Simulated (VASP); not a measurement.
# Si8O17 (a cell with a defect) in VASP: notebook, part 3 of 3

VASP 6.6.1. The steps go on from the part before.

### Step 5. Single point, PBEsol, collinear spin

File INCAR:

```
PREC     = Accurate       # precision mode
ENCUT    = 520            # plane-wave cutoff, eV
EDIFF    = 1E-7           # SCF threshold, eV
ISMEAR   = -1             # smearing method
SIGMA    = 0.02           # smearing width, eV
LREAL    = Auto         
LASPH    = True           # aspherical terms in the spheres
NELM     = 150            # most SCF steps
ALGO     = Normal         # electronic algorithm
ISIF     = 2              # what is computed and relaxed
LWAVE    = False          # write WAVECAR
LCHARG   = False          # write CHGCAR
ISPIN    = 2              # spin polarisation
MAGMOM   = 0 0 0 0 0 0 0 0 0 0 0 0 0 0 0 0 0 0 0 0 0 0 0 0 1 # initial moments
LORBIT   = 11             # projections on sites
GGA      = PS             # functional
NBANDS   = 89             # bands
```

File KPOINTS:

```
Automatic mesh
0
Gamma
  1 1 1
```

File POSCAR:

```
Si8O17
1.0
    7.1417960000      0.0000000000      0.0000000000
    0.0000000000      7.1417960000      0.0000000000
    0.0000000000      0.0000000000      8.8208710000
Si O
8 17
Direct
    0.7696103333      0.4780450184      0.1563451047
    0.4916690424      0.8243304625      0.6806470699
    0.5234957705      0.2615308530      0.6719857937
    0.8019271343      0.5385340046      0.8065983507
    0.2336247073      0.5424965933      0.8380238187
    0.2120334997      0.4657791962      0.1869656636
    0.4789551536      0.7439725246      0.3287090356
    0.5173768615      0.2129436349      0.3085409593
    0.6900645160      0.2769751474      0.2042542057
    0.7038845691      0.7449526702      0.7446090074
    0.3829848962      0.3877035972      0.7692550996
    0.3114622708      0.6681652626      0.2151941685
    0.3413987182      0.7249857039      0.7862148761
    0.3388363375      0.2967460846      0.2408038843
    0.6588258752      0.6280493030      0.2585345597
    0.7224373253      0.3217678018      0.7477379501
    0.7615731393      0.5255820805     -0.0151118863
    0.4511190182      0.7095274074      0.5261045083
    0.5265482240      0.2874487034      0.4862785092
    0.2407517661      0.4864322644      0.0151572333
   -0.0175306043      0.4759447063      0.2367339915
    0.4451681342      0.0475790683      0.7062114388
    0.0239715612      0.5828225841      0.7698332738
    0.5091716425     -0.0282842019      0.3072258964
    0.3848051667     -0.0007001040      0.0521603819
```

Potentials or basis: VASP PAW PBE potentials, release 64 (Si, O).

The run is started by

```console
$ cat potpaw_PBE.64/Si/POTCAR potpaw_PBE.64/O/POTCAR > POTCAR
$ mpirun -np 1 vasp_gam > vasp.out
```

OUTCAR:

```text
PREC = Accurate
   ENCUT = 520
   EDIFF = 1E-7
   ISMEAR = -1
   LREAL = Auto
   LASPH = True
   NELM = 150
   ISIF = 2
   ISPIN = 2
   LORBIT = 11
   GGA = PS

 ion  position               nearest neighbor table
   1  0.770  0.478  0.156-  17 1.55   9 1.60  15 1.61  21 1.68   8 2.94   4 3.12
   2  0.492  0.824  0.681-  13 1.59  18 1.62  22 1.64  10 1.71   5 3.06   3 3.13
   3  0.523  0.262  0.672-  11 1.60  16 1.63  19 1.65  22 1.65   4 3.05   2 3.13
   4  0.802  0.539  0.807-  17 1.60  23 1.65  10 1.72  16 1.73   3 3.05   5 3.10   1 3.12
   5  0.234  0.542  0.838-  13 1.58  20 1.61  23 1.64  11 1.65   2 3.06   4 3.10   6 3.13
   6  0.212  0.466  0.187-  20 1.54  14 1.58  12 1.63  21 1.70   7 3.02   8 3.03   5 3.13
   7  0.479  0.744  0.329-  15 1.65  12 1.65  24 1.65  18 1.77   6 3.02
   8  0.517  0.213  0.309-  14 1.53   9 1.61  19 1.66  24 1.72   1 2.94   6 3.03
   9  0.690  0.277  0.204-   1 1.60   8 1.61
  10  0.704  0.745  0.745-   2 1.71   4 1.72
  11  0.383  0.388  0.769-   3 1.60   5 1.65
[... 457 lines left out ...]
      2.74820      7.13680      0.46010         0.190052     -0.082968     -0.171347
 -----------------------------------------------------------------------------------
    total drift:                               -0.004875      0.005147     -0.000891

  FREE ENERGIE OF THE ION-ELECTRON SYSTEM (eV)
  ---------------------------------------------------
  free  energy   TOTEN  =      -194.9780208054 eV

  energy  without entropy=     -194.9780207561  energy(sigma->0) =     -194.97802078

 total charge

# of ion       s       p       d       tot
------------------------------------------
    1        0.650   1.025   0.000   1.675
    2        0.643   0.969   0.000   1.612
    3        0.637   0.976   0.000   1.614
    4        0.627   0.904   0.000   1.531
    5        0.635   0.995   0.000   1.630
    6        0.653   1.029   0.000   1.682
[... 17 lines left out ...]
   24        1.530   3.604   0.000   5.134
   25        1.620   2.957   0.000   4.577
--------------------------------------------------
tot         31.447  69.280   0.000 100.727

 magnetization (x)

# of ion       s       p       d       tot
------------------------------------------
    1       -0.000  -0.000   0.000  -0.000
    2       -0.000  -0.000   0.000  -0.000
    3       -0.000  -0.000   0.000  -0.000
    4       -0.000  -0.000   0.000  -0.000
    5       -0.000  -0.000   0.000  -0.000
    6       -0.000   0.000   0.000  -0.000
[... 17 lines left out ...]
   24        0.004   0.086   0.000   0.089
   25        0.015   1.456   0.000   1.470
--------------------------------------------------
tot          0.018   1.565   0.000   1.583
```

OSZICAR:

```text
N       E                     dE             d eps       ncg     rms          rms(c)
DAV:   1     0.143452452396E+04    0.14345E+04   -0.72791E+04   364   0.141E+03
DAV:   2    -0.455156221619E+02   -0.14800E+04   -0.14237E+04   520   0.349E+02
[... 22 lines left out ...]
DAV:  25    -0.194978024550E+03   -0.25745E-04   -0.86470E-05   376   0.280E-02    0.245E-02
DAV:  26    -0.194978021072E+03    0.34787E-05   -0.53812E-05   392   0.168E-02    0.191E-02
DAV:  27    -0.194978019465E+03    0.16070E-05   -0.12906E-05   392   0.101E-02    0.121E-02
DAV:  28    -0.194978019901E+03   -0.43636E-06   -0.57699E-06   376   0.752E-03    0.691E-03
DAV:  29    -0.194978020730E+03   -0.82912E-06   -0.10944E-06   392   0.372E-03    0.208E-03
DAV:  30    -0.194978020805E+03   -0.75406E-07   -0.34518E-07   296   0.199E-03
   1 F= -.19497802E+03 E0= -.19497802E+03  d E =-.493398E-07  mag=     2.0000
```

Wall time 2.8 min (1 thread of Intel Xeon 6975P-C (Granite Rapids), shared host); peak memory 0.59 GiB.

Results:

* Free energy: -194.9780 eV
* Pressure: -1.3 GPa
* Largest force: 4.814 eV/Å
* Band gap on the k mesh: 0.66 eV
* Net moment: 2.00 μB per cell
* Site moments: Si -0.00; O +0.00, +0.01, -0.00, +0.09, +1.47 μB
* Valence electrons inside the program's atomic spheres: Si 1.68, 1.61, 1.53, 1.63, 1.52; O 5.24, 5.11, 5.23, 5.19, 5.29, 5.32, 5.22, 5.15, 5.28, 5.13, 5.18, 5.30, 5.14, 5.17, 4.58

Forces in eV/Å, atoms in the order of the input:
```
Si   1.899  0.261  3.461
Si   1.262 -1.120  1.640
Si  -0.603 -0.245 -0.232
Si  -0.971  0.849 -1.871
Si   1.168 -0.763 -0.482
Si  -2.777  1.928  1.631
Si   0.256  0.160  0.706
Si   2.122 -3.448  2.257
O   -0.102 -1.255 -0.097
O   -0.483 -1.121 -0.233
O   -1.801 -0.022 -0.480
O    0.386  1.145  3.445
O   -0.856  1.275  1.476
O   -3.258  0.464 -0.199
O   -0.720  1.256  0.967
O    1.468  1.905 -0.242
O    0.154  0.346 -0.961
O    0.474  0.840 -4.362
O    0.287 -0.472 -0.122
O   -1.000 -0.534 -4.679
O    1.854 -0.438 -1.291
O    1.755 -0.550 -0.915
O   -0.650 -1.649  0.569
O   -0.055  1.270  0.186
O    0.190 -0.083 -0.171
```

Stress tensor (GPa, compression positive):
```
-1.20  0.74 -0.03
 0.74 -3.34 -0.13
-0.03 -0.13  0.70
```

Levels at points of the mesh, in eV from the valence-band top:
Spin up:
| k point | band 66 | band 67 | band 68 | band 69 | band 70 | band 71 |
| --- | --- | --- | --- | --- | --- | --- |
| (0.00, 0.00, 0.00) | -1.34 | -1.13 | -0.98 | 3.98 | 5.56 | 6.14 |
Spin down:
```
           k point  band 62  band 63  band 64  band 65  band 66  band 67  band 68  band 69  band 70  band 71
(0.00, 0.00, 0.00)    -1.57    -1.43    -1.15    -1.07     0.00     0.66     0.91     4.00     5.58     6.16
```

Caveat: the k points lie up to 0.88 Å⁻¹ apart; the PAW data sets were made with another functional, which shifts forces and pressure a little.
